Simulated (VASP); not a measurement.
# MgO (I4/mmm) in VASP: a series of runs, part 2 of 2

VASP 6.6.1.

### Step 3. Single point, PBEsol (strain -0.0150 x Voigt [1, 0, 0, 0, 0, 0])

File INCAR:

```
SYSTEM = MgO
  PREC = Accurate
  ENCUT = 520
  EDIFF = 1E-6
  ISMEAR = 0
  SIGMA = 0.05
  LREAL = .FALSE.
  LASPH = .TRUE.
  NELM = 60
  ALGO = Normal
  ISIF = 2
  LWAVE = .FALSE.
  LCHARG = .FALSE.
  GGA = PS
  NBANDS = 11
```

File KPOINTS:

```
regular mesh
0
G
  10 10 10
  0 0 0
```

File POSCAR:

```
MgO
1.0
    0.0000000000      2.1351500000      2.1351500000
    2.1031227500      0.0000000000      2.1351500000
    2.1031227500      2.1351500000      0.0000000000
Mg O
1 1
Direct
    0.0000000000      0.0000000000      0.0000000000
    0.5000000000      0.5000000000      0.5000000000
```

Potentials or basis: VASP PAW PBE potentials, release 64 (Mg, O).

Launch:

```sh
$ cat potpaw_PBE.64/Mg/POTCAR potpaw_PBE.64/O/POTCAR > POTCAR
$ mpirun -np 1 vasp_std > vasp.out
```

OUTCAR:

```text
SYSTEM = MgO
   PREC = Accurate
   ENCUT = 520
   EDIFF = 1E-6
   ISMEAR = 0
   LREAL = .FALSE.
   LASPH = .TRUE.
   NELM = 60
   ISIF = 2
   GGA = PS

 ion  position               nearest neighbor table
   1  0.000  0.000  0.000-   2 2.10   2 2.10   2 2.14   2 2.14   2 2.14   2 2.14
   2  0.500  0.500  0.500-   1 2.10   1 2.10   1 2.14   1 2.14   1 2.14   1 2.14

  LATTYP: Found a body centered tetragonal cell.
 ALAT       =     3.0195580877
 C/A-ratio  =     1.3930003589

  Lattice vectors:

 A1 = (  -2.1031227500,   0.0000000000,  -2.1351500000)
 A2 = (  -2.1031227500,   0.0000000000,   2.1351500000)
 A3 = (   2.1031227500,   2.1351500000,   0.0000000000)

Analysis of symmetry for initial positions (statically):
=====================================================================
 Subroutine PRICEL returns:
 Original cell was already a primitive cell.

 Routine SETGRP: Setting up the symmetry group for a
 body centered tetragonal supercell.

 Subroutine GETGRP returns: Found 16 space group operations
 (whereof 16 operations were pure point group operations)
 out of a pool of 16 trial point group operations.

The static configuration has the point symmetry D_4h.

Analysis of symmetry for dynamics (positions and initial velocities):
=====================================================================
 Subroutine PRICEL returns:
 Original cell was already a primitive cell.

 Routine SETGRP: Setting up the symmetry group for a
 body centered tetragonal supercell.

 Subroutine GETGRP returns: Found 16 space group operations
 (whereof 16 operations were pure point group operations)
 out of a pool of 16 trial point group operations.

The dynamic configuration has the point symmetry D_4h.

 Subroutine INISYM returns: Found 16 space group operations
 (whereof 16 operations are pure point group operations),
 and found     1 'primitive' translations

----------------------------------------------------------------------------------------

[... 114 lines left out ...]
  Fermi-wavevector in a.u.,A,eV,Ry     =   1.223266  2.311638 20.359493  1.496381
  Thomas-Fermi vector in A             =   2.358383
   LORBIT       =      0    0 simple, 1 ext, 2 COOP (PROOUT), +10 PAW based schemes
   GGA     = PS    functional components
   LHFCALC =     F    Hartree Fock is set to
   AEXX    =    0.0000 exact exchange contribution
   IVDW    =     0    specifies the selected vdW correction
   LEPSILON=     F    determine dielectric tensor
   LRPA    =     F    only Hartree local field effects (RPA)
 non-spin polarized calculation
 Gauss-broadening in eV      SIGMA  =   0.05
  energy-cutoff  :      520.00
  volume of cell :       19.18
 maximum number of plane-waves:       533
   NGX = 11   NGY = 11   NGZ = 11

 number of electron       8.0000004 magnetization

 Free energy of the ion-electron system (eV)
  ---------------------------------------------------
  ext. energy  EPLUGINS =         0.00000000
  ---------------------------------------------------
  free energy    TOTEN  =       -12.50444065 eV

  energy without entropy =      -12.50444065  energy(sigma->0) =      -12.50444065

 E-fermi :   3.2117     XC(G=0): -11.1845

 val. band max:        2.8855246400   @ k =   0.0000   0.0000   0.0000
 cond. band min:       7.2593712908   @ k =   0.0000   0.0000   0.0000
 fundamental gap:      4.3738466508
 Fermi energy:         3.2117288824

 k-point     1 :       0.0000    0.0000    0.0000
  band No.  band energies     occupation
      1     -14.1989      2.00000
      2       2.8502      2.00000
      3       2.8855      2.00000
      4       2.8855      2.00000
      5       7.2594      0.00000
      6      18.3116      0.00000
      7      18.3116      0.00000
      8      18.4686      0.00000
      9      22.1390      0.00000
     10      23.7462      0.00000
     11      24.2375      0.00000
[... 309 lines left out ...]
 k-point    24 :       0.4000    0.3000    0.0000
  band No.  band energies     occupation
      1     -13.0035      2.00000
      2      -0.6720      2.00000
      3       1.5930      2.00000
      4       1.8284      2.00000
      5      12.0997      0.00000
      6      12.8319      0.00000
      7      16.0129      0.00000
      8      20.5939      0.00000
      9      20.8722      0.00000
     10      27.3693      0.00000
     11      29.1834      0.00000

 [... further k-points ...]
[... 5 lines left out ...]
  --------------------------------------------------------------------------------------
  -------------------------------------------------------------------------------------
  Total       -0.2795604     -0.6072733     -0.6072733      0.0000000      0.0000000      0.0000000
  in kB      -23.3579563    -50.7391748    -50.7391748      0.0000000      0.0000000      0.0000000
  external PRESSURE =     -41.6121020 kB  Pullay stress =       0.0000000 kB

 VOLUME and BASIS-vectors are now :
 -----------------------------------------------------------------------------
  energy-cutoff  :      520.00
  volume of cell :       19.18
      direct lattice vectors                 reciprocal lattice vectors
     0.000000000  2.135150000  2.135150000    -0.237741711  0.234175585  0.234175585
     2.103122750  0.000000000  2.135150000     0.237741711 -0.234175585  0.234175585
     2.103122750  2.135150000  0.000000000     0.237741711  0.234175585 -0.234175585

 POSITION                                       TOTAL-FORCE (eV/Angst)
 -----------------------------------------------------------------------------------
      0.00000      0.00000      0.00000         0.000000      0.000000     -0.000000
      2.10312      2.13515      2.13515        -0.000000     -0.000000      0.000000
 -----------------------------------------------------------------------------------
    total drift:                               -0.000000     -0.000000      0.000000

  FREE ENERGIE OF THE ION-ELECTRON SYSTEM (eV)
  ---------------------------------------------------
  free  energy   TOTEN  =       -12.5044406536 eV

  energy  without entropy=      -12.5044406536  energy(sigma->0) =      -12.50444065
```

OSZICAR:

```text
N       E                     dE             d eps       ncg     rms          rms(c)
DAV:   1     0.123125957274E+02    0.12313E+02   -0.45555E+03  2580   0.642E+02
DAV:   2    -0.133573254722E+02   -0.25670E+02   -0.25094E+02  2577   0.133E+02
DAV:   3    -0.138854462193E+02   -0.52812E+00   -0.52774E+00  2731   0.165E+01
DAV:   4    -0.138867189527E+02   -0.12727E-02   -0.12727E-02  2463   0.916E-01
DAV:   5    -0.138867231899E+02   -0.42372E-05   -0.42372E-05  2628   0.519E-02    0.664E+00
DAV:   6    -0.125424265873E+02    0.13443E+01   -0.77916E+00  2334   0.150E+01    0.223E+00
DAV:   7    -0.125184918704E+02    0.23935E-01   -0.56495E-02  2478   0.211E+00    0.131E+00
DAV:   8    -0.125048793941E+02    0.13612E-01   -0.25816E-02  2361   0.180E+00    0.236E-01
DAV:   9    -0.125045425768E+02    0.33682E-03   -0.42034E-04  2586   0.144E-01    0.146E-01
DAV:  10    -0.125044389153E+02    0.10366E-03   -0.50617E-04  2505   0.167E-01    0.484E-03
DAV:  11    -0.125044403179E+02   -0.14026E-05   -0.45699E-06  2484   0.150E-02    0.355E-03
DAV:  12    -0.125044406536E+02   -0.33568E-06   -0.10345E-07  1356   0.315E-03
   1 F= -.12504441E+02 E0= -.12504441E+02  d E =-.184602E-22
```

Run time: 9.2 s. Hardware: 1 thread of Intel Xeon Platinum 8488C (Sapphire Rapids), shared host; peak memory 0.15 GiB.

Results:

| Property | Result |
| --- | --- |
| Free energy | -12.5044 eV |
| Pressure | -4.2 GPa |
| Band gap on the k mesh | 4.37 eV, direct |

Caveat: the cell differs from its parent crystal (strain -0.0150 x Voigt [1, 0, 0, 0, 0, 0]); the PAW data sets were made with another functional, which shifts forces and pressure a little.
